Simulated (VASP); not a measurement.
# BiTe (Fm-3m) in VASP: settings compared, part 2 of 3

VASP 6.6.1. The steps go on from the part before.

**3. Single point, PBE+D4 (volume scaled by 1.04)**

INCAR

```
SYSTEM = BiTe
ALGO     = Normal         ! electronic algorithm
EDIFF    = 1E-6           ! SCF threshold, eV
ENCUT    = 520            ! plane-wave cutoff, eV
GGA      = PE             ! functional
ISIF     = 2              ! what is computed and relaxed
ISMEAR   = 0              ! smearing method
IVDW     = 13             ! dispersion correction
LASPH    = .True.         ! aspherical terms in the spheres
LCHARG   = .False.        ! write CHGCAR
LREAL    = .False.        ! projectors in reciprocal space
LWAVE    = .False.        ! write WAVECAR
NBANDS   = 18             ! bands
NELM     = 80             ! most SCF steps
PREC     = Accurate       ! precision mode
SIGMA    = 0.05           ! smearing width, eV
```

KPOINTS

```
k-points
0
Gamma
  6 6 6
  0 0 0
```

POSCAR

```
BiTe
1.0
    0.0000000000      3.2493678995      3.2493678995
    3.2493678995      0.0000000000      3.2493678995
    3.2493678995      3.2493678995      0.0000000000
Bi Te
1 1
Direct
    0.5000000000      0.5000000000      0.5000000000
    0.0000000000      0.0000000000      0.0000000000
```

Potentials or basis: VASP PAW PBE potentials, release 64 (Bi_d, Te).

Command:

```bash
> cat potpaw_PBE.64/Bi_d/POTCAR potpaw_PBE.64/Te/POTCAR > POTCAR
> mpirun -np 1 vasp_std > vasp.out
```

OUTCAR:

```text
SYSTEM = BiTe
   EDIFF = 1E-6
   ENCUT = 520
   GGA = PE
   ISIF = 2
   ISMEAR = 0
   IVDW = 13
   LASPH = .True.
   LREAL = .False.
   NELM = 80
   PREC = Accurate

 ion  position               nearest neighbor table
   1  0.500  0.500  0.500-   2 3.25   2 3.25   2 3.25   2 3.25   2 3.25   2 3.25
   2  0.000  0.000  0.000-   1 3.25   1 3.25   1 3.25   1 3.25   1 3.25   1 3.25

  LATTYP: Found a face centered cubic cell.
 ALAT       =     6.4987357990

  Lattice vectors:

 A1 = (   0.0000000000,   3.2493678995,   3.2493678995)
 A2 = (   3.2493678995,   0.0000000000,   3.2493678995)
 A3 = (   3.2493678995,   3.2493678995,   0.0000000000)

Analysis of symmetry for initial positions (statically):
=====================================================================
 Subroutine PRICEL returns:
 Original cell was already a primitive cell.

 Routine SETGRP: Setting up the symmetry group for a
 face centered cubic supercell.

 Subroutine GETGRP returns: Found 48 space group operations
 (whereof 48 operations were pure point group operations)
 out of a pool of 48 trial point group operations.

The static configuration has the point symmetry O_h .

Analysis of symmetry for dynamics (positions and initial velocities):
=====================================================================
 Subroutine PRICEL returns:
 Original cell was already a primitive cell.

 Routine SETGRP: Setting up the symmetry group for a
 face centered cubic supercell.

 Subroutine GETGRP returns: Found 48 space group operations
 (whereof 48 operations were pure point group operations)
 out of a pool of 48 trial point group operations.

The dynamic configuration has the point symmetry O_h .

 Subroutine INISYM returns: Found 48 space group operations
 (whereof 48 operations are pure point group operations),
 and found     1 'primitive' translations

----------------------------------------------------------------------------------------

                                     Primitive cell

  volume of cell :      68.6162

  direct lattice vectors                    reciprocal lattice vectors
     0.000000000  3.249367900  3.249367900    -0.153876082  0.153876082  0.153876082
     3.249367900  0.000000000  3.249367900     0.153876082 -0.153876082  0.153876082
     3.249367900  3.249367900  0.000000000     0.153876082  0.153876082 -0.153876082

  length of vectors
     4.595300153  4.595300153  4.595300153     0.266521191  0.266521191  0.266521191

  position of ions in fractional coordinates (direct lattice)
     0.500000000  0.500000000  0.500000000
     0.000000000  0.000000000  0.000000000

  ion indices of the primitive-cell ions
   primitive index   ion index
                 1           1
                 2           2

----------------------------------------------------------------------------------------

 KPOINTS: k-points

Automatic generation of k-mesh.
 Grid dimensions read from file:
 generate k-points for:    6    6    6

 Generating k-lattice:

  Cartesian coordinates                     Fractional coordinates (reciprocal lattice)
    -0.025646014  0.025646014  0.025646014     0.166666667  0.000000000  0.000000000
     0.025646014 -0.025646014  0.025646014     0.000000000  0.166666667  0.000000000
     0.025646014  0.025646014 -0.025646014     0.000000000  0.000000000  0.166666667

  Length of vectors
     0.044420199  0.044420199  0.044420199

  Shift w.r.t. Gamma in fractional coordinates (k-lattice)
     0.000000000  0.000000000  0.000000000

 Subroutine IBZKPT returns following result:
 ===========================================

 Found     16 irreducible k-points:

 Following reciprocal coordinates:
            Coordinates               Weight
  0.000000  0.000000  0.000000      1.000000
  0.166667  0.000000  0.000000      8.000000
  0.333333  0.000000  0.000000      8.000000
  0.500000  0.000000  0.000000      4.000000
  0.166667  0.166667  0.000000      6.000000
  0.333333  0.166667  0.000000     24.000000
[... 8 lines left out ...]
 -0.333333  0.333333  0.166667     24.000000
 -0.333333  0.500000  0.166667     12.000000
   k-points           NKPTS =     16   k-points in BZ     NKDIM =     16   number of bands    NBANDS=     18
   number of dos      NEDOS =    301   number of ions     NIONS =      2
   total plane-waves  NPLWV =  46656
   dimension x,y,z NGX =    36 NGY =   36 NGZ =   36
   dimension x,y,z NGXF=    72 NGYF=   72 NGZF=   72
   ions per type =               1   1
   NGX,Y,Z   is equivalent  to a cutoff of  13.02, 13.02, 13.02 a.u.
   NGXF,Y,Z  is equivalent  to a cutoff of  26.05, 26.05, 26.05 a.u.
 SYSTEM =  BiTe
   PREC   = accura    normal or accurate (medium, high low for compatibility)
   ISTART =      0    job   : 0-new  1-cont  2-samecut
   ICHARG =      2    charge: 1-file 2-atom 10-const
   ISPIN  =      1    spin polarized calculation?
   LNONCOLLINEAR =      F non collinear calculations
   LSORBIT =      F    spin-orbit coupling
   LASPH  =      T    aspherical Exc in radial PAW
   ENCUT  =  520.0 eV  38.22 Ry    6.18 a.u.   8.54  8.54  8.54*2*pi/ulx,y,z
   NELM   =     80;   NELMIN=  2; NELMDL= -5     # of ELM steps
   EDIFF  = 0.1E-05   stopping-criterion for ELM
   LREAL  =      F    real-space projection
   EDIFFG = 0.1E-04   stopping-criterion for IOM
   NSW    =      0    number of steps for IOM
   IBRION =     -1    ionic relax: 0-MD 1-quasi-New 2-CG
   NFREE  =      0    steps in history (QN), initial steepest desc. (CG)
   ISIF   =      2    stress and relaxation
   ISYM   =      2    0-nonsym 1-usesym 2-fastsym
   POTIM  = 0.5000    time-step for ionic-motion
   TEBEG  =    0.0;   TEEND  =   0.0 temperature during run
   PSTRESS=    0.0 pullay stress
   NELECT =      21.0000    total number of electrons
   NUPDOWN=      -1.0000    fix difference up-down
   EMIN   =  10.00;   EMAX   =-10.00  energy-range for DOS
   EFERMI =   0.00;   METHOD = LEGACY
   ISMEAR =     0;   SIGMA  =   0.05  broadening in eV -4-tet -1-fermi 0-gaus
   EFERMI_NEDOS =   21; number of points for ismear=-14 and -15
   IALGO  =     38    algorithm
   IMIX   =      4    mixing-type and parameters
     AMIX     =   0.40;   BMIX     =  1.00
     AMIX_MAG =   1.60;   BMIX_MAG =  1.00
  volume/ion in A,a.u.               =      34.31       231.52
  Fermi-wavevector in a.u.,A,eV,Ry     =   1.103246  2.084833 16.560356  1.217152
  Thomas-Fermi vector in A             =   2.239701
   LORBIT       =      0    0 simple, 1 ext, 2 COOP (PROOUT), +10 PAW based schemes
   GGA     = PE    functional components
   LHFCALC =     F    Hartree Fock is set to
   AEXX    =    0.0000 exact exchange contribution
   IVDW    =    13    specifies the selected vdW correction
   LEPSILON=     F    determine dielectric tensor
   LRPA    =     F    only Hartree local field effects (RPA)
 non-spin polarized calculation
 Gauss-broadening in eV      SIGMA  =   0.05
  energy-cutoff  :      520.00
  volume of cell :       68.62
 maximum number of plane-waves:      1873
 NGX is ok and might be reduce to    36
   NGX = 17   NGY = 17   NGZ = 17

 number of electron      20.9999997 magnetization

 Free energy of the ion-electron system (eV)
  ---------------------------------------------------
  ext. energy  EPLUGINS =         0.00000000
  ---------------------------------------------------
  free energy    TOTEN  =        -7.16581176 eV

  energy without entropy =       -7.16229012  energy(sigma->0) =       -7.16405094

 E-fermi :   6.3620     XC(G=0):  -9.3753

 val. band max:        6.3486403097   @ k =   0.3333   0.0000   0.0000
 cond. band min:       6.3872551280   @ k =  -0.1667   0.1667   0.0000
 fundamental gap:      0.0386148184
 Fermi energy:         6.3619743072

 k-point     1 :       0.0000    0.0000    0.0000
  band No.  band energies     occupation
      1     -16.6585      2.00000
      2     -16.6585      2.00000
      3     -16.6561      2.00000
      4     -16.6561      2.00000
      5     -16.6561      2.00000
      6      -6.9399      2.00000
[... 10 lines left out ...]
     17      12.5393      0.00000
     18      13.0780      0.00000
[... 295 lines left out ...]
 k-point    16 :      -0.3333    0.5000    0.1667
  band No.  band energies     occupation
      1     -16.6685      2.00000
      2     -16.6569      2.00000
      3     -16.6561      2.00000
      4     -16.6496      2.00000
      5     -16.6463      2.00000
      6      -4.9217      2.00000
[... 10 lines left out ...]
     17      16.5364      0.00000
     18      16.9187      0.00000

------------------------ aborting loop because EDIFF is reached ----------------------------------------

  DFT-D4 for vdW energy calculation

  Edisp (eV):   -0.97492

  FORCE on cell =-STRESS in cart. coord.  units (eV):
  Direction    XX          YY          ZZ          XY          YZ          ZX
  --------------------------------------------------------------------------------------
  -------------------------------------------------------------------------------------
  Total      -0.81251    -0.81251    -0.81251    -0.00000     0.00000     0.00000
  in kB     -18.97187   -18.97187   -18.97187    -0.00000     0.00000     0.00000
  external pressure =      -18.97 kB  Pullay stress =        0.00 kB

 VOLUME and BASIS-vectors are now :
 -----------------------------------------------------------------------------
  energy-cutoff  :      520.00
  volume of cell :       68.62
      direct lattice vectors                 reciprocal lattice vectors
     0.000000000  3.249367900  3.249367900    -0.153876082  0.153876082  0.153876082
     3.249367900  0.000000000  3.249367900     0.153876082 -0.153876082  0.153876082
     3.249367900  3.249367900  0.000000000     0.153876082  0.153876082 -0.153876082

 POSITION                                       TOTAL-FORCE (eV/Angst)
 -----------------------------------------------------------------------------------
      3.24937      3.24937      3.24937         0.000000     -0.000000      0.000000
      0.00000      0.00000      0.00000         0.000000      0.000000      0.000000
 -----------------------------------------------------------------------------------
    total drift:                                0.000000      0.000000      0.000000

  FREE ENERGIE OF THE ION-ELECTRON SYSTEM (eV)
  ---------------------------------------------------
  free  energy   TOTEN  =        -8.1407366928 eV

  energy  without entropy=       -8.1372150481  energy(sigma->0) =       -8.13897587
```

It took 14 s on 1 thread of Intel Xeon Platinum 8488C (Sapphire Rapids), shared host; peak memory 0.2 GiB.

Results:

```
Free energy                : -8.1407 eV
Pressure                   : -1.9 GPa
Dispersion energy per atom : -0.487 eV
```

Caveat: spin-orbit coupling is left out, which moves the levels of the heavy elements; pairwise dispersion overbinds metals, which lowers pressure and volume.

**4. Single point, PBE+D3(BJ) (volume scaled by 1.04)**

INCAR

```
  ALGO = Normal
  EDIFF = 1E-6
  ENCUT = 520
  GGA = PE
  ISIF = 2
  ISMEAR = 0
  IVDW = 12
  LASPH = True
  LCHARG = False
  LREAL = False
  LWAVE = False
  NBANDS = 18
  NELM = 80
  PREC = Accurate
  SIGMA = 0.05
```

KPOINTS

```
k-points
0
Gamma
  6 6 6
```

POSCAR

```
BiTe
1.0
    0.0000000000      3.2494966223      3.2494966223
    3.2494966223      0.0000000000      3.2494966223
    3.2494966223      3.2494966223      0.0000000000
Bi Te
1 1
Direct
    0.5000000000      0.5000000000      0.5000000000
    0.0000000000      0.0000000000      0.0000000000
```

Command:

```bash
> cat potpaw_PBE.64/Bi_d/POTCAR potpaw_PBE.64/Te/POTCAR > POTCAR
> mpirun -np 1 vasp_std > vasp.out
```

Wall time 14 s (1 thread of Intel Xeon Platinum 8488C (Sapphire Rapids), shared host); peak memory 0.21 GiB.

Results (log left out):

```yaml
Free_energy: -8.0565 eV
Pressure: -1.9 GPa
Dispersion_energy_per_atom: -0.445 eV
```

Levels at points of the mesh, in eV from the Fermi level:
| k point | band 8 | band 9 | band 10 | band 11 | band 12 | band 13 |
| --- | --- | --- | --- | --- | --- | --- |
| (0.00, 0.00, 0.00) | -2.38 | -2.38 | -2.38 | 2.25 | 2.25 | 2.25 |
| (0.50, 0.00, 0.00) | -1.76 | -1.76 | -1.47 | -0.68 | -0.48 | -0.48 |
| (0.50, 0.50, 0.00) | -5.44 | -3.82 | -3.82 | 2.42 | 3.66 | 3.66 |

Caveat: spin-orbit coupling is left out, which moves the levels of the heavy elements; pairwise dispersion overbinds metals, which lowers pressure and volume.

[end of part 2 of 3]
